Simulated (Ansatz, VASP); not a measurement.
**InP: VASP beside Ansatz**

```
CELL_PARAMETERS angstrom
0.00000 2.97984 2.97984
2.97984 0.00000 2.97984
2.97984 2.97984 0.00000
ATOMIC_POSITIONS crystal
In 0.00000 0.00000 0.00000
P 0.25000 0.25000 0.25000
```

Alike in both runs: task single point; functional PBE; k mesh 10 × 10 × 10; occupations gaussian, width 0.02 eV; no spin polarisation.

|  | VASP | Ansatz |
| --- | --- | --- |
| version | VASP 6.6.1 | Ansatz 0.2.0 |
| potentials or method | VASP PAW PBE potentials, release 64 (In_d, P), cutoff 500 eV | scalar-relativistic, plane waves, PAW |
| valence electrons in the cell | 18 | 18 |

VASP gave:

```
gap on the k mesh at the Fermi level (eV) : 0.44
least direct gap on the mesh (eV)         : 0.44
pressure (GPa)                            : -0.1
```

Problem. Estimate Ansatz's values.

Solution. gap on the k mesh at the Fermi level (eV): 0.44; least direct gap on the mesh (eV): 0.44; pressure (GPa): 0.0.
